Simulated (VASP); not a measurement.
# SnC3 (P-4m2) in VASP: notebook

Runs on SnC3. Level: PBEsol. Tasks: single point.

All numbers are computed with VASP 6.6.1; they aren't measurements. Logs are shortened: lines on timing, memory, paths and dates and some standing lists are left out, and cuts for length are marked.

## 1. The cell of the first run

The structure is tetragonal, space group P-4m2 (No. 115). Conventional cell: a = 2.979 Å, b = 2.979 Å, c = 4.644 Å, α = 90.00°, β = 90.00°, γ = 90.00°. Within 2.3 Å of C (site symmetry 2mm) lie 2 C at 1.71 Å and 2 Sn at 2.11 Å. C (site symmetry -4m2) has 4 C at 1.71 Å within 2.3 Å. Within 2.8 Å of Sn (site symmetry -4m2) lie 4 C at 2.11 Å.

## 2. Single point, PBEsol

The input, INCAR:

```
PREC = Accurate
ENCUT = 520
EDIFF = 1E-6
ISMEAR = 0
SIGMA = 0.01
LREAL = F
LASPH = T
NELM = 80
ALGO = Normal
ISIF = 2
LWAVE = F
LCHARG = T
GGA = PS
LELF = T
LVHAR = T
NBANDS = 21
```

The input, KPOINTS:

```
regular mesh
0
Gamma
  2 2 2
```

The input, POSCAR:

```
SnC3
1.0
    2.9788882431      0.0000000000      0.0000000000
    0.0000000000      2.9788882431      0.0000000000
    0.0000000000      0.0000000000      4.6435166754
C Sn
3 1
Direct
    0.5000000000      0.0000000000      0.8203632750
    0.5000000000      0.5000000000      0.0000000000
    0.0000000000      0.5000000000      0.1796367250
    0.0000000000      0.0000000000      0.5000000000
```

Potentials or basis: VASP PAW PBE potentials, release 64 (C, Sn_d).

Started as:

```console
$ cat potpaw_PBE.64/C/POTCAR potpaw_PBE.64/Sn_d/POTCAR > POTCAR
$ mpirun -np 1 vasp_std > vasp.out
```

OUTCAR:

```text
PREC = Accurate
   ENCUT = 520
   EDIFF = 1E-6
   ISMEAR = 0
   LREAL = F
   LASPH = T
   NELM = 80
   ISIF = 2
   GGA = PS

 ion  position               nearest neighbor table
   1  0.500  0.000  0.820-   2 1.71   2 1.71   4 2.11   4 2.11
   2  0.500  0.500  0.000-   1 1.71   3 1.71   1 1.71   3 1.71
   3  0.000  0.500  0.180-   2 1.71   2 1.71   4 2.11   4 2.11
   4  0.000  0.000  0.500-   1 2.11   3 2.11   3 2.11   1 2.11

  LATTYP: Found a simple tetragonal cell.
 ALAT       =     2.9788882431
 C/A-ratio  =     1.5588086214

  Lattice vectors:

 A1 = (   2.9788882431,   0.0000000000,   0.0000000000)
 A2 = (   0.0000000000,   2.9788882431,   0.0000000000)
 A3 = (   0.0000000000,   0.0000000000,   4.6435166754)

Analysis of symmetry for initial positions (statically):
=====================================================================
 Subroutine PRICEL returns:
 Original cell was already a primitive cell.

 Routine SETGRP: Setting up the symmetry group for a
 simple tetragonal supercell.

 Subroutine GETGRP returns: Found  8 space group operations
 (whereof  8 operations were pure point group operations)
 out of a pool of 16 trial point group operations.

The static configuration has the point symmetry D_2d.

Analysis of symmetry for dynamics (positions and initial velocities):
=====================================================================
 Subroutine PRICEL returns:
 Original cell was already a primitive cell.

 Routine SETGRP: Setting up the symmetry group for a
 simple tetragonal supercell.

 Subroutine GETGRP returns: Found  8 space group operations
 (whereof  8 operations were pure point group operations)
 out of a pool of 16 trial point group operations.

The dynamic configuration has the point symmetry D_2d.

 Subroutine INISYM returns: Found  8 space group operations
 (whereof  8 operations are pure point group operations),
 and found     1 'primitive' translations

----------------------------------------------------------------------------------------

                                     Primitive cell

  volume of cell :      41.2055

  direct lattice vectors                    reciprocal lattice vectors
     2.978888243  0.000000000  0.000000000     0.335695709  0.000000000  0.000000000
     0.000000000  2.978888243  0.000000000     0.000000000  0.335695709  0.000000000
     0.000000000  0.000000000  4.643516675     0.000000000  0.000000000  0.215354024

  length of vectors
     2.978888243  2.978888243  4.643516675     0.335695709  0.335695709  0.215354024

  position of ions in fractional coordinates (direct lattice)
     0.500000000  0.000000000  0.820363275
     0.500000000  0.500000000  0.000000000
     0.000000000  0.500000000  0.179636725
     0.000000000  0.000000000  0.500000000

  ion indices of the primitive-cell ions
   primitive index   ion index
                 1           1
                 2           2
                 3           3
                 4           4

----------------------------------------------------------------------------------------

 KPOINTS: regular mesh

Automatic generation of k-mesh.
 Grid dimensions read from file:
 generate k-points for:    2    2    2

 Generating k-lattice:

  Cartesian coordinates                     Fractional coordinates (reciprocal lattice)
     0.167847854  0.000000000  0.000000000     0.500000000  0.000000000  0.000000000
     0.000000000  0.167847854  0.000000000     0.000000000  0.500000000  0.000000000
     0.000000000  0.000000000  0.107677012     0.000000000  0.000000000  0.500000000

  Length of vectors
     0.167847854  0.167847854  0.107677012

  Shift w.r.t. Gamma in fractional coordinates (k-lattice)
     0.000000000  0.000000000  0.000000000

 Subroutine IBZKPT returns following result:
 ===========================================

 Found      6 irreducible k-points:

 Following reciprocal coordinates:
            Coordinates               Weight
  0.000000  0.000000  0.000000      1.000000
  0.500000  0.000000  0.000000      2.000000
  0.500000  0.500000  0.000000      1.000000
  0.000000  0.000000  0.500000      1.000000
  0.500000  0.000000  0.500000      2.000000
  0.500000  0.500000  0.500000      1.000000
   k-points           NKPTS =      6   k-points in BZ     NKDIM =      6   number of bands    NBANDS=     21
   number of dos      NEDOS =    301   number of ions     NIONS =      4
   total plane-waves  NPLWV =  20736
   dimension x,y,z NGX =    24 NGY =   24 NGZ =   36
   dimension x,y,z NGXF=    48 NGYF=   48 NGZF=   72
   ions per type =               3   1
   NGX,Y,Z   is equivalent  to a cutoff of  13.39, 13.39, 12.89 a.u.
   NGXF,Y,Z  is equivalent  to a cutoff of  26.79, 26.79, 25.78 a.u.
 SYSTEM =  unknown system
   PREC   = accura    normal or accurate (medium, high low for compatibility)
   ISTART =      0    job   : 0-new  1-cont  2-samecut
   ICHARG =      2    charge: 1-file 2-atom 10-const
   ISPIN  =      1    spin polarized calculation?
   LNONCOLLINEAR =      F non collinear calculations
   LSORBIT =      F    spin-orbit coupling
   LASPH  =      T    aspherical Exc in radial PAW
   ENCUT  =  520.0 eV  38.22 Ry    6.18 a.u.   5.54  5.54  8.63*2*pi/ulx,y,z
   NELM   =     80;   NELMIN=  2; NELMDL= -5     # of ELM steps
   EDIFF  = 0.1E-05   stopping-criterion for ELM
   LREAL  =      F    real-space projection
   EDIFFG = 0.1E-04   stopping-criterion for IOM
   NSW    =      0    number of steps for IOM
   IBRION =     -1    ionic relax: 0-MD 1-quasi-New 2-CG
   NFREE  =      0    steps in history (QN), initial steepest desc. (CG)
   ISIF   =      2    stress and relaxation
   ISYM   =      2    0-nonsym 1-usesym 2-fastsym
   POTIM  = 0.5000    time-step for ionic-motion
   TEBEG  =    0.0;   TEEND  =   0.0 temperature during run
   PSTRESS=    0.0 pullay stress
   NELECT =      26.0000    total number of electrons
   NUPDOWN=      -1.0000    fix difference up-down
   EMIN   =  10.00;   EMAX   =-10.00  energy-range for DOS
   EFERMI =   0.00;   METHOD = LEGACY
   ISMEAR =     0;   SIGMA  =   0.01  broadening in eV -4-tet -1-fermi 0-gaus
   EFERMI_NEDOS =   21; number of points for ismear=-14 and -15
   IALGO  =     38    algorithm
   IMIX   =      4    mixing-type and parameters
     AMIX     =   0.40;   BMIX     =  1.00
     AMIX_MAG =   1.60;   BMIX_MAG =  1.00
  volume/ion in A,a.u.               =      10.30        69.52
  Fermi-wavevector in a.u.,A,eV,Ry     =   1.404152  2.653463 26.825831  1.971643
  Thomas-Fermi vector in A             =   2.526742
   LORBIT       =      0    0 simple, 1 ext, 2 COOP (PROOUT), +10 PAW based schemes
   GGA     = PS    functional components
   LHFCALC =     F    Hartree Fock is set to
   AEXX    =    0.0000 exact exchange contribution
   IVDW    =     0    specifies the selected vdW correction
   LEPSILON=     F    determine dielectric tensor
   LRPA    =     F    only Hartree local field effects (RPA)
 non-spin polarized calculation
 Gauss-broadening in eV      SIGMA  =   0.01
  energy-cutoff  :      520.00
  volume of cell :       41.21
 maximum number of plane-waves:      1129
 NGX is ok and might be reduce to    24
   NGX = 11   NGY = 11   NGZ = 17

 number of electron      25.9999998 magnetization

 Free energy of the ion-electron system (eV)
  ---------------------------------------------------
  ext. energy  EPLUGINS =         0.00000000
  ---------------------------------------------------
  free energy    TOTEN  =       -25.77526720 eV

  energy without entropy =      -25.77526720  energy(sigma->0) =      -25.77526720

 E-fermi :  10.6960     XC(G=0): -12.0879

 val. band max:       10.5950363406   @ k =   0.0000   0.0000   0.0000
 cond. band min:      10.7419068824   @ k =   0.5000   0.0000   0.5000
 fundamental gap:      0.1468705417
 Fermi energy:        10.6960449801

 k-point     1 :       0.0000    0.0000    0.0000
  band No.  band energies     occupation
      1     -12.6520      2.00000
      2     -12.0716      2.00000
      3     -11.9861      2.00000
      4     -11.9581      2.00000
      5     -11.9581      2.00000
      6      -7.7634      2.00000
[... 13 lines left out ...]
     20      21.4060      0.00000
     21      21.4063      0.00000

 k-point     2 :       0.5000    0.0000    0.0000
  band No.  band energies     occupation
      1     -12.3796      2.00000
      2     -12.2578      2.00000
      3     -12.1358      2.00000
      4     -11.9367      2.00000
      5     -11.8441      2.00000
      6      -5.1324      2.00000
[... 13 lines left out ...]
     20      20.2865      0.00000
     21      20.5601      0.00000

 k-point     3 :       0.5000    0.5000    0.0000
  band No.  band energies     occupation
      1     -12.3576      2.00000
      2     -12.2099      2.00000
      3     -12.2099      2.00000
      4     -11.8554      2.00000
      5     -11.8028      2.00000
      6      -2.5531      2.00000
[... 13 lines left out ...]
     20      20.3856      0.00000
     21      21.4712      0.00000

 k-point     4 :       0.0000    0.0000    0.5000
  band No.  band energies     occupation
      1     -12.6543      2.00000
      2     -12.0533      2.00000
      3     -11.9860      2.00000
      4     -11.9619      2.00000
      5     -11.9619      2.00000
      6      -6.9619      2.00000
[... 13 lines left out ...]
     20      18.3782      0.00000
     21      20.3686      0.00000

 k-point     5 :       0.5000    0.0000    0.5000
  band No.  band energies     occupation
      1     -12.3797      2.00000
      2     -12.2828      2.00000
      3     -12.1352      2.00000
      4     -11.9388      2.00000
      5     -11.8269      2.00000
      6      -4.6723      2.00000
[... 13 lines left out ...]
     20      19.8231      0.00000
     21      19.9866      0.00000

 k-point     6 :       0.5000    0.5000    0.5000
  band No.  band energies     occupation
      1     -12.3531      2.00000
      2     -12.2204      2.00000
      3     -12.2204      2.00000
      4     -11.8555      2.00000
      5     -11.7913      2.00000
      6      -2.5361      2.00000
[... 13 lines left out ...]
     20      17.3767      0.00000
     21      20.6419      0.00000

------------------------ aborting loop because EDIFF is reached ----------------------------------------

  FORCE on cell =-STRESS in cart. coord.  units (eV):
  Direction    XX          YY          ZZ          XY          YZ          ZX
  --------------------------------------------------------------------------------------
  -------------------------------------------------------------------------------------
  Total        0.2755652      0.2755652     -2.6844711      0.0000000      0.0000000      0.0000000
  in kB       10.7146895     10.7146895   -104.3791816      0.0000000      0.0000000      0.0000000
  external PRESSURE =     -27.6499342 kB  Pullay stress =       0.0000000 kB

 VOLUME and BASIS-vectors are now :
 -----------------------------------------------------------------------------
  energy-cutoff  :      520.00
  volume of cell :       41.21
      direct lattice vectors                 reciprocal lattice vectors
     2.978888243  0.000000000  0.000000000     0.335695709  0.000000000  0.000000000
     0.000000000  2.978888243  0.000000000     0.000000000  0.335695709  0.000000000
     0.000000000  0.000000000  4.643516675     0.000000000  0.000000000  0.215354024

 POSITION                                       TOTAL-FORCE (eV/Angst)
 -----------------------------------------------------------------------------------
      1.48944      0.00000      3.80937        -0.000000      0.000000      1.276835
      1.48944      1.48944      0.00000         0.000000     -0.000000      0.000000
      0.00000      1.48944      0.83415        -0.000000      0.000000     -1.276835
      0.00000      0.00000      2.32176        -0.000000      0.000000      0.000000
 -----------------------------------------------------------------------------------
    total drift:                                0.000000     -0.000000      0.000000

  FREE ENERGIE OF THE ION-ELECTRON SYSTEM (eV)
  ---------------------------------------------------
  free  energy   TOTEN  =       -25.7752671961 eV

  energy  without entropy=      -25.7752671961  energy(sigma->0) =      -25.77526720
```

Wall time 3.6 s (1 thread of Intel Xeon 6975P-C (Granite Rapids), shared host); peak memory 0.15 GiB.

What came out:

```
Free energy            : -25.7753 eV
Pressure               : -2.8 GPa
Largest force          : 1.277 eV/Å
Band gap on the k mesh : 0.15 eV, indirect (least direct gap 0.47 eV)
```

Forces in eV/Å, atoms in the order of the input:
```
C    0.000  0.000  1.277
C    0.000  0.000  0.000
C    0.000  0.000 -1.277
Sn   0.000  0.000  0.000
```

Caveat: the k points lie up to 1.05 Å⁻¹ apart; the PAW data sets were made with another functional, which shifts forces and pressure a little; spin-orbit coupling is left out, which moves the levels of the heavy elements. A k mesh can miss the band edges.

## 3. Single point, PBEsol

The input, INCAR:

```
SYSTEM = SnC3
  PREC = Accurate
  ENCUT = 520
  EDIFF = 1E-7
  ISMEAR = 0
  SIGMA = 0.01
  LREAL = .False.
  LASPH = .True.
  NELM = 60
  ALGO = Normal
  ISIF = 2
  LWAVE = .False.
  LCHARG = .False.
  GGA = PS
  NBANDS = 21
```

The input, KPOINTS:

```
regular mesh
0
Gamma
  6 6 4
  0 0 0
```

POSCAR is that of step 2.

Potentials or basis: VASP PAW PBE potentials, release 64 (C, Sn_d).

Started as:

```console
$ cat potpaw_PBE.64/C/POTCAR potpaw_PBE.64/Sn_d/POTCAR > POTCAR
$ mpirun -np 1 vasp_std > vasp.out
```

It took 9 s on 1 thread of Intel Xeon 6975P-C (Granite Rapids), shared host; peak memory 0.16 GiB.

The run converged. Its results:

| Quantity | Value |
| --- | --- |
| Free energy | -27.3746 eV |
| Pressure | -3.0 GPa |
| Largest force | 0.312 eV/Å |
| Band gap on the k mesh | 0.32 eV, indirect (least direct gap 0.56 eV) |

Forces in eV/Å, atoms in the order of the input:
```
C    0.000  0.000  0.312
C    0.000  0.000  0.000
C    0.000  0.000 -0.312
Sn   0.000  0.000  0.000
```

Stress tensor (GPa, compression positive):
```
-3.08  0.00  0.00
 0.00 -3.08  0.00
 0.00  0.00 -2.81
```

Levels at points of the mesh, in eV from the valence-band top:
```csv
k point,band 11,band 12,band 13,band 14,band 15,band 16
"(0.00, 0.00, 0.00)",-1.62,0.00,0.00,0.56,0.98,2.64
"(0.50, 0.00, 0.00)",-6.52,-5.20,-0.73,1.90,3.13,4.05
"(0.50, 0.50, 0.00)",-5.58,-5.58,-3.66,0.58,0.58,1.96
"(0.00, 0.00, 0.50)",-5.59,-1.18,-1.18,0.50,1.79,4.03
"(0.50, 0.00, 0.50)",-3.47,-2.88,-0.55,0.32,2.32,2.78
"(0.50, 0.50, 0.50)",-6.74,-6.68,-6.25,3.60,3.60,4.75
```

Caveat: the PAW data sets were made with another functional, which shifts forces and pressure a little; spin-orbit coupling is left out, which moves the levels of the heavy elements. A k mesh can miss the band edges.

## 4. Single point, PBEsol

The input, INCAR:

```
SYSTEM = SnC3
PREC     = Accurate       ! precision mode
ENCUT    = 520            ! plane-wave cutoff, eV
EDIFF    = 1E-6           ! SCF threshold, eV
ISMEAR   = 0              ! smearing method
SIGMA    = 0.001          ! smearing width, eV
LREAL    = .False.        ! projectors in reciprocal space
LASPH    = .True.         ! aspherical terms in the spheres
NELM     = 60             ! most SCF steps
ALGO     = Normal         ! electronic algorithm
ISIF     = 2              ! what is computed and relaxed
LWAVE    = .False.        ! write WAVECAR
LCHARG   = .False.        ! write CHGCAR
GGA      = PS             ! functional
NBANDS   = 21             ! bands
```

The input, KPOINTS:

```
Automatic mesh
0
Gamma
  6 6 4
  0 0 0
```

POSCAR is that of step 3.

Started as:

```console
$ cat potpaw_PBE.64/C/POTCAR potpaw_PBE.64/Sn_d/POTCAR > POTCAR
$ mpirun -np 1 vasp_std > vasp.out
```

It took 8.3 s on 1 thread of Intel Xeon 6975P-C (Granite Rapids), shared host; peak memory 0.16 GiB.

The run converged. Its results:

- Free energy: -27.3746 eV
- Pressure: -3.0 GPa
- Largest force: 0.312 eV/Å
- Band gap on the k mesh: 0.32 eV, indirect (least direct gap 0.56 eV)

Forces in eV/Å, atoms in the order of the input:
```
C    0.000  0.000  0.312
C    0.000  0.000  0.000
C    0.000  0.000 -0.312
Sn   0.000  0.000  0.000
```

Stress tensor (GPa, compression positive):
```
-3.09  0.00  0.00
 0.00 -3.09  0.00
 0.00  0.00 -2.82
```

Levels at points of the mesh, in eV from the valence-band top:
```tsv
k point	band 9	band 10	band 11	band 12	band 13	band 14	band 15	band 16	band 17	band 18
(0.00, 0.00, 0.00)	-6.26	-6.26	-1.62	0.00	0.00	0.56	0.98	2.64	4.74	4.74
(0.50, 0.00, 0.00)	-7.38	-6.87	-6.52	-5.20	-0.73	1.90	3.13	4.05	6.07	7.16
(0.50, 0.50, 0.00)	-7.94	-6.76	-5.58	-5.58	-3.66	0.58	0.58	1.96	2.21	9.23
(0.00, 0.00, 0.50)	-5.95	-5.95	-5.59	-1.18	-1.18	0.50	1.79	4.03	4.87	6.69
(0.50, 0.00, 0.50)	-10.34	-5.20	-3.47	-2.88	-0.55	0.32	2.32	2.78	5.82	7.20
(0.50, 0.50, 0.50)	-7.05	-6.74	-6.74	-6.68	-6.25	3.60	3.60	4.75	5.90	6.05
```

Caveat: the PAW data sets were made with another functional, which shifts forces and pressure a little; spin-orbit coupling is left out, which moves the levels of the heavy elements. A k mesh can miss the band edges.

## 5. Single point, PBEsol

The input, INCAR:

```
PREC = Accurate
ENCUT = 520
EDIFF = 1E-7
ISMEAR = 0
SIGMA = 0.01
LREAL = F
LASPH = T
NELM = 60
ALGO = Normal
ISIF = 2
LWAVE = F
LCHARG = F
GGA = PS
NBANDS = 21
```

The input, KPOINTS:

```
Automatic mesh
0
Gamma
  6 6 4
```

POSCAR is that of step 4.

Started as:

```console
$ cat potpaw_PBE.64/C/POTCAR potpaw_PBE.64/Sn_d/POTCAR > POTCAR
$ mpirun -np 1 vasp_std > vasp.out
```

It took 9.2 s on 1 thread of Intel Xeon 6975P-C (Granite Rapids), shared host; peak memory 0.16 GiB.

Results (log left out):

```
Free energy            : -27.3746 eV
Pressure               : -3.0 GPa
Largest force          : 0.312 eV/Å
Band gap on the k mesh : 0.32 eV, indirect (least direct gap 0.56 eV)
```

Forces in eV/Å, atoms in the order of the input:
```
C    0.000  0.000  0.312
C    0.000  0.000  0.000
C    0.000  0.000 -0.312
Sn   0.000  0.000  0.000
```

Stress tensor (GPa, compression positive):
```
-3.08  0.00  0.00
 0.00 -3.08  0.00
 0.00  0.00 -2.81
```

Levels at points of the mesh, in eV from the valence-band top:
| k point | band 10 | band 11 | band 12 | band 13 | band 14 | band 15 | band 16 | band 17 |
| --- | --- | --- | --- | --- | --- | --- | --- | --- |
| (0.00, 0.00, 0.00) | -6.26 | -1.62 | 0.00 | 0.00 | 0.56 | 0.98 | 2.64 | 4.74 |
| (0.50, 0.00, 0.00) | -6.87 | -6.52 | -5.20 | -0.73 | 1.90 | 3.13 | 4.05 | 6.07 |
| (0.50, 0.50, 0.00) | -6.76 | -5.58 | -5.58 | -3.66 | 0.58 | 0.58 | 1.96 | 2.21 |
| (0.00, 0.00, 0.50) | -5.95 | -5.59 | -1.18 | -1.18 | 0.50 | 1.79 | 4.03 | 4.87 |
| (0.50, 0.00, 0.50) | -5.20 | -3.47 | -2.88 | -0.55 | 0.32 | 2.32 | 2.78 | 5.82 |
| (0.50, 0.50, 0.50) | -6.74 | -6.74 | -6.68 | -6.25 | 3.60 | 3.60 | 4.75 | 5.90 |

Caveat: the PAW data sets were made with another functional, which shifts forces and pressure a little; spin-orbit coupling is left out, which moves the levels of the heavy elements.

## 6. Summary

```csv
k mesh,smearing,gap on the mesh (eV),pressure (GPa),largest force (eV/Å)
2 × 2 × 2,gaussian 0.01 eV,0.15,-2.8,1.28
6 × 6 × 4,gaussian 0.01 eV,0.32,-3.0,0.31
6 × 6 × 4,gaussian 0.001 eV,0.32,-3.0,0.31
```

Alike in all rows: task single point; level PBEsol; potentials or basis VASP PAW PBE potentials, release 64 (C, Sn_d); no spin polarisation; cell as given; cutoff (eV) 520.

Caveats: some runs use coarse meshes; the PAW data sets were made with another functional, which shifts forces and pressure a little; spin-orbit coupling is left out, which moves the levels of the heavy elements.

Total energies depend on the potentials used, so only differences within one code and one set of settings carry meaning.
